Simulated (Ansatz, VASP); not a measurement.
# Two plane-wave programs on AlN

```
Al N
1.0
     3.12859    0.00000    0.00000
    -1.56429    2.70944    0.00000
     0.00000    0.00000    5.01696
Al N
2 2
Cartesian
  1.5643 0.9031 2.5049
  0.0000 1.8063 5.0134
  1.5643 0.9031 4.4185
  0.0000 1.8063 1.9100
```

Alike in both runs: task relaxation of cell and atoms; functional LDA; k mesh 9 × 9 × 4; occupations gaussian, width 0.02 eV; no spin polarisation.

|  | VASP | Ansatz |
| --- | --- | --- |
| version | VASP 6.6.1 | Ansatz 0.2.0 |
| potentials or method | VASP PAW LDA potentials, release 64 (Al, N), cutoff 600 eV | scalar-relativistic, plane waves, PAW |
| valence electrons in the cell | 16 | 16 |

Ansatz gave:

```
gap on the k mesh at the Fermi level, each at its own relaxed structure (eV) : 4.42
relaxed volume (Å³/atom)                                                     : 10.21
relaxed length of the cell vector where the two differ most in proportion (Å)              : 4.943
```

Q: Which values does VASP return?

A: gap on the k mesh at the Fermi level, each at its own relaxed structure (eV): 4.40; relaxed volume (Å³/atom): 10.24; relaxed length of the cell vector where the two differ most in proportion (Å): 4.948.

Ansatz warns that its potentials were made for another functional, while VASP's fit it. LDA's correlation is that of Perdew and Zunger in VASP and of Perdew and Wang (1992) in Ansatz.
